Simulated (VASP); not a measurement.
# Tc (Fm-3m) in VASP: notebook

The runs below take Tc through single point, with RPBE, LDA.

Everything below comes from runs of VASP 6.6.1. Logs are shortened: lines on timing, memory, paths and dates and some standing lists are left out, and cuts for length are marked.

## (1) The cell of the first run

Symmetry: Fm-3m, No. 225, cubic system. The conventional cell has a = 3.900 Å, b = 3.900 Å, c = 3.900 Å, α = 90.00°, β = 90.00°, γ = 90.00°. Tc (site symmetry m-3m) has 12 Tc at 2.76 Å within 3.6 Å.

## (2) Single point, RPBE

Input file INCAR:

```
  PREC = Accurate
  ENCUT = 520
  EDIFF = 1E-6
  ISMEAR = 0
  SIGMA = 0.02
  LREAL = False
  LASPH = True
  NELM = 60
  ALGO = Fast
  ISIF = 2
  LWAVE = False
  LCHARG = False
  GGA = RP
  NBANDS = 12
```

Input file KPOINTS:

```
regular mesh
0
Gamma
  12 12 12
```

Input file POSCAR:

```
Tc
1.0
    0.0000000000      1.9500000000      1.9500000000
    1.9500000000      0.0000000000      1.9500000000
    1.9500000000      1.9500000000      0.0000000000
Tc
1
Direct
    0.0000000000      0.0000000000      0.0000000000
```

Potentials or basis: VASP PAW PBE potentials, release 64 (Tc_pv).

Run with:

```console
$ cat potpaw_PBE.64/Tc_pv/POTCAR > POTCAR
$ mpirun -np 1 vasp_std > vasp.out
```

OUTCAR:

```text
PREC = Accurate
   ENCUT = 520
   EDIFF = 1E-6
   ISMEAR = 0
   LREAL = False
   LASPH = True
   NELM = 60
   ISIF = 2
   GGA = RP

 ion  position               nearest neighbor table
   1  0.000  0.000  0.000-

  LATTYP: Found a face centered cubic cell.
 ALAT       =     3.9000000000

  Lattice vectors:

 A1 = (   0.0000000000,   1.9500000000,   1.9500000000)
 A2 = (   1.9500000000,   0.0000000000,   1.9500000000)
 A3 = (   1.9500000000,   1.9500000000,   0.0000000000)

Analysis of symmetry for initial positions (statically):
=====================================================================
 Subroutine PRICEL returns:
 Original cell was already a primitive cell.

 Routine SETGRP: Setting up the symmetry group for a
 face centered cubic supercell.

 Subroutine GETGRP returns: Found 48 space group operations
[... 9 lines left out ...]

 Routine SETGRP: Setting up the symmetry group for a
 face centered cubic supercell.

 Subroutine GETGRP returns: Found 48 space group operations
[... 11 lines left out ...]
                                     Primitive cell

  volume of cell :      14.8297

  direct lattice vectors                    reciprocal lattice vectors
     0.000000000  1.950000000  1.950000000    -0.256410256  0.256410256  0.256410256
     1.950000000  0.000000000  1.950000000     0.256410256 -0.256410256  0.256410256
     1.950000000  1.950000000  0.000000000     0.256410256  0.256410256 -0.256410256

  length of vectors
     2.757716447  2.757716447  2.757716447     0.444115592  0.444115592  0.444115592

  position of ions in fractional coordinates (direct lattice)
     0.000000000  0.000000000  0.000000000

  ion indices of the primitive-cell ions
   primitive index   ion index
                 1           1

----------------------------------------------------------------------------------------

 KPOINTS: regular mesh

Automatic generation of k-mesh.
 Grid dimensions read from file:
 generate k-points for:   12   12   12

 Generating k-lattice:

  Cartesian coordinates                     Fractional coordinates (reciprocal lattice)
    -0.021367521  0.021367521  0.021367521     0.083333333  0.000000000  0.000000000
     0.021367521 -0.021367521  0.021367521     0.000000000  0.083333333  0.000000000
     0.021367521  0.021367521 -0.021367521     0.000000000  0.000000000  0.083333333

  Length of vectors
     0.037009633  0.037009633  0.037009633

  Shift w.r.t. Gamma in fractional coordinates (k-lattice)
     0.000000000  0.000000000  0.000000000

 Subroutine IBZKPT returns following result:
 ===========================================

 Found     72 irreducible k-points:

 Following reciprocal coordinates:
            Coordinates               Weight
  0.000000  0.000000  0.000000      1.000000
  0.083333  0.000000  0.000000      8.000000
  0.166667  0.000000  0.000000      8.000000
  0.250000  0.000000  0.000000      8.000000
  0.333333  0.000000  0.000000      8.000000
  0.416667  0.000000  0.000000      8.000000
[... 16 lines left out ...]
  0.500000  0.166667  0.000000     24.000000
 -0.416667  0.166667  0.000000     24.000000
 [... further k-points ...]
   k-points           NKPTS =     72   k-points in BZ     NKDIM =     72   number of bands    NBANDS=     12
   number of dos      NEDOS =    301   number of ions     NIONS =      1
   total plane-waves  NPLWV =  13824
   dimension x,y,z NGX =    24 NGY =   24 NGZ =   24
   dimension x,y,z NGXF=    48 NGYF=   48 NGZF=   48
   ions per type =               1
   NGX,Y,Z   is equivalent  to a cutoff of  14.47, 14.47, 14.47 a.u.
   NGXF,Y,Z  is equivalent  to a cutoff of  28.94, 28.94, 28.94 a.u.
 SYSTEM =  unknown system
   PREC   = accura    normal or accurate (medium, high low for compatibility)
   ISTART =      0    job   : 0-new  1-cont  2-samecut
   ICHARG =      2    charge: 1-file 2-atom 10-const
   ISPIN  =      1    spin polarized calculation?
   LNONCOLLINEAR =      F non collinear calculations
   LSORBIT =      F    spin-orbit coupling
   LASPH  =      T    aspherical Exc in radial PAW
   ENCUT  =  520.0 eV  38.22 Ry    6.18 a.u.   5.13  5.13  5.13*2*pi/ulx,y,z
   NELM   =     60;   NELMIN=  2; NELMDL= -5     # of ELM steps
   EDIFF  = 0.1E-05   stopping-criterion for ELM
   LREAL  =      F    real-space projection
   EDIFFG = 0.1E-04   stopping-criterion for IOM
   NSW    =      0    number of steps for IOM
   IBRION =     -1    ionic relax: 0-MD 1-quasi-New 2-CG
   NFREE  =      0    steps in history (QN), initial steepest desc. (CG)
   ISIF   =      2    stress and relaxation
   ISYM   =      2    0-nonsym 1-usesym 2-fastsym
   POTIM  = 0.5000    time-step for ionic-motion
   TEBEG  =    0.0;   TEEND  =   0.0 temperature during run
   PSTRESS=    0.0 pullay stress
   NELECT =      13.0000    total number of electrons
   NUPDOWN=      -1.0000    fix difference up-down
   EMIN   =  10.00;   EMAX   =-10.00  energy-range for DOS
   EFERMI =   0.00;   METHOD = LEGACY
   ISMEAR =     0;   SIGMA  =   0.02  broadening in eV -4-tet -1-fermi 0-gaus
   EFERMI_NEDOS =   21; number of points for ismear=-14 and -15
   IALGO  =     68    algorithm
   IMIX   =      4    mixing-type and parameters
     AMIX     =   0.40;   BMIX     =  1.00
     AMIX_MAG =   1.60;   BMIX_MAG =  1.00
  volume/ion in A,a.u.               =      14.83       100.08
  Fermi-wavevector in a.u.,A,eV,Ry     =   1.566792  2.960808 33.400086  2.454837
  Thomas-Fermi vector in A             =   2.669068
   LORBIT       =      0    0 simple, 1 ext, 2 COOP (PROOUT), +10 PAW based schemes
   GGA     = RP    functional components
   LHFCALC =     F    Hartree Fock is set to
   AEXX    =    0.0000 exact exchange contribution
   IVDW    =     0    specifies the selected vdW correction
   LEPSILON=     F    determine dielectric tensor
   LRPA    =     F    only Hartree local field effects (RPA)
 non-spin polarized calculation
 RMM-DIIS sequential band-by-band and
 Gauss-broadening in eV      SIGMA  =   0.02
  energy-cutoff  :      520.00
  volume of cell :       14.83
 maximum number of plane-waves:       415
 NGX is ok and might be reduce to    24
   NGX = 11   NGY = 11   NGZ = 11

 number of electron      13.0000001 magnetization

 Free energy of the ion-electron system (eV)
  ---------------------------------------------------
  ext. energy  EPLUGINS =         0.00000000
  ---------------------------------------------------
  free energy    TOTEN  =        -9.65912923 eV

  energy without entropy =       -9.65892852  energy(sigma->0) =       -9.65902887

 E-fermi :  12.3764     XC(G=0): -13.5279

 val. band max:       12.3748870895   @ k =  -0.2500   0.3333   0.0833
 cond. band min:      12.4153889596   @ k =  -0.3333   0.3333   0.1667
 fundamental gap:      0.0405018702
 Fermi energy:        12.3764131028

 k-point     1 :       0.0000    0.0000    0.0000
  band No.  band energies     occupation
      1     -26.1101      2.00000
      2     -26.1101      2.00000
      3     -26.1101      2.00000
      4       4.9796      2.00000
      5      10.5888      2.00000
      6      10.5888      2.00000
      7      10.5888      2.00000
      8      13.0883      0.00000
      9      13.0883      0.00000
     10      26.3168      0.00000
     11      31.7744      0.00000
     12      31.7744      0.00000

 k-point     2 :       0.0833    0.0000    0.0000
  band No.  band energies     occupation
      1     -26.1903      2.00000
      2     -26.1203      2.00000
      3     -26.1203      2.00000
      4       5.2633      2.00000
      5      10.4267      2.00000
      6      10.7096      2.00000
      7      10.7096      2.00000
      8      13.0060      0.00000
      9      13.0060      0.00000
     10      26.8186      0.00000
     11      30.5727      0.00000
     12      32.2579      0.00000

 k-point     3 :       0.1667    0.0000    0.0000
  band No.  band energies     occupation
      1     -26.4061      2.00000
      2     -26.1482      2.00000
      3     -26.1482      2.00000
      4       6.0144      2.00000
      5      10.1154      2.00000
      6      10.9515      2.00000
      7      10.9515      2.00000
      8      12.9210      0.00000
      9      12.9210      0.00000
     10      27.9034      0.00000
     11      28.7259      0.00000
     12      33.6183      0.00000

 k-point     4 :       0.2500    0.0000    0.0000
  band No.  band energies     occupation
      1     -26.6935      2.00000
      2     -26.1860      2.00000
      3     -26.1860      2.00000
      4       6.8275      2.00000
      5      10.1779      2.00000
      6      10.9805      2.00000
      7      10.9805      2.00000
      8      13.2326      0.00000
      9      13.2326      0.00000
     10      26.6343      0.00000
     11      29.0019      0.00000
     12      35.6030      0.00000

 k-point     5 :       0.3333    0.0000    0.0000
  band No.  band energies     occupation
      1     -26.9729      2.00000
      2     -26.2236      2.00000
      3     -26.2236      2.00000
      4       7.1078      2.00000
      5      10.7532      2.00000
      6      10.7532      2.00000
      7      11.1991      2.00000
      8      13.9683      0.00000
      9      13.9683      0.00000
     10      25.0344      0.00000
     11      27.9474      0.00000
     12      35.0048      0.00000
[... 228 lines left out ...]
      1     -26.8115      2.00000
      2     -26.3073      2.00000
      3     -26.3026      2.00000
      4       7.6518      2.00000
      5       9.1675      2.00000
      6      10.6481      2.00000
      7      11.7882      2.00000
      8      13.7549      0.00000
      9      14.3486      0.00000
     10      27.0878      0.00000
     11      29.7505      0.00000
     12      31.8248      0.00000

 k-point    22 :       0.4167    0.1667    0.0000
  band No.  band energies     occupation
      1     -27.0118      2.00000
      2     -26.3721      2.00000
      3     -26.3261      2.00000
      4       7.7319      2.00000
      5       9.6249      2.00000
      6      10.5341      2.00000
      7      11.5562      2.00000
      8      14.9376      0.00000
      9      15.4975      0.00000
     10      24.8274      0.00000
     11      28.4111      0.00000
     12      31.2142      0.00000

 k-point    23 :       0.5000    0.1667    0.0000
  band No.  band energies     occupation
      1     -27.1303      2.00000
      2     -26.4324      2.00000
      3     -26.3262      2.00000
      4       7.7086      2.00000
      5       9.5979      2.00000
      6      11.1905      2.00000
      7      11.3206      2.00000
      8      15.0874      0.00000
      9      17.2735      0.00000
     10      22.7352      0.00000
     11      27.6526      0.00000
     12      31.1726      0.00000

 k-point    24 :      -0.4167    0.1667    0.0000
  band No.  band energies     occupation
      1     -27.1402      2.00000
      2     -26.4701      2.00000
      3     -26.3027      2.00000
      4       7.7892      2.00000
      5       9.6298      2.00000
      6      11.2076      2.00000
      7      11.4298      2.00000
      8      14.6006      0.00000
      9      17.8587      0.00000
     10      22.5003      0.00000
     11      27.5259      0.00000
     12      30.4421      0.00000

 [... further k-points ...]
[... 5 lines left out ...]
  --------------------------------------------------------------------------------------
  -------------------------------------------------------------------------------------
  Total       -0.2712607     -0.2712607     -0.2712607      0.0000000      0.0000000      0.0000000
  in kB      -29.3064742    -29.3064742    -29.3064742      0.0000000      0.0000000      0.0000000
  external PRESSURE =     -29.3064742 kB  Pullay stress =       0.0000000 kB

 VOLUME and BASIS-vectors are now :
 -----------------------------------------------------------------------------
  energy-cutoff  :      520.00
  volume of cell :       14.83
      direct lattice vectors                 reciprocal lattice vectors
     0.000000000  1.950000000  1.950000000    -0.256410256  0.256410256  0.256410256
     1.950000000  0.000000000  1.950000000     0.256410256 -0.256410256  0.256410256
     1.950000000  1.950000000  0.000000000     0.256410256  0.256410256 -0.256410256

 POSITION                                       TOTAL-FORCE (eV/Angst)
 -----------------------------------------------------------------------------------
      0.00000      0.00000      0.00000         0.000000      0.000000     -0.000000
 -----------------------------------------------------------------------------------
    total drift:                               -0.000000      0.000000      0.000000

  FREE ENERGIE OF THE ION-ELECTRON SYSTEM (eV)
  ---------------------------------------------------
  free  energy   TOTEN  =        -9.6591292279 eV

  energy  without entropy=       -9.6589285170  energy(sigma->0) =       -9.65902887
```

It took 7.5 s on 1 thread of Intel Xeon Platinum 8375C at 2.90GHz (Ice Lake), shared host; peak memory 0.14 GiB.

Results:

```
Free energy : -9.6591 eV
Pressure    : -2.9 GPa
```

Levels at points of the mesh, in eV from the Fermi level:
| k point | band 3 | band 4 | band 5 | band 6 | band 7 | band 8 | band 9 | band 10 | band 11 | band 12 |
| --- | --- | --- | --- | --- | --- | --- | --- | --- | --- | --- |
| (0.00, 0.00, 0.00) | -38.49 | -7.40 | -1.79 | -1.79 | -1.79 | 0.71 | 0.71 | 13.94 | 19.40 | 19.40 |
| (0.50, 0.00, 0.00) | -38.64 | -5.41 | -1.94 | -1.94 | 1.13 | 2.64 | 2.64 | 10.31 | 13.58 | 19.93 |
| (0.50, 0.50, 0.00) | -38.89 | -5.74 | -5.17 | 2.59 | 3.18 | 3.18 | 3.67 | 12.79 | 12.79 | 13.71 |

Caveat: the PAW data sets were made with another functional, which shifts forces and pressure a little.

## (3) Single point, LDA

Input file INCAR:

```
  PREC = Accurate
  ENCUT = 520
  EDIFF = 1E-6
  ISMEAR = 0
  SIGMA = 0.05
  LREAL = False
  LASPH = True
  NELM = 80
  ALGO = Normal
  ISIF = 2
  LWAVE = False
  LCHARG = False
  NBANDS = 12
```

Input file KPOINTS:

```
Automatic mesh
0
Gamma
  12 12 12
```

POSCAR is that of step 2.

Potentials or basis: VASP PAW LDA potentials, release 64 (Tc_pv).

Run with:

```console
$ cat potpaw_LDA.64/Tc_pv/POTCAR > POTCAR
$ mpirun -np 1 vasp_std > vasp.out
```

Run time: 5.6 s. Hardware: 1 thread of Intel Xeon Platinum 8375C at 2.90GHz (Ice Lake), shared host; peak memory 0.13 GiB.

The run converged. Its results:

| Property | Result |
| --- | --- |
| Free energy | -11.5894 eV |
| Pressure | -20.2 GPa |

Levels at points of the mesh, in eV from the Fermi level:
```tsv
k point	band 4	band 5	band 6	band 7	band 8	band 9	band 10	band 11
(0.00, 0.00, 0.00)	-7.43	-1.79	-1.79	-1.79	0.71	0.71	13.96	19.33
(0.50, 0.00, 0.00)	-5.43	-1.95	-1.95	1.16	2.67	2.67	10.27	13.60
(0.50, 0.50, 0.00)	-5.76	-5.18	2.61	3.23	3.23	3.67	12.72	12.72
```
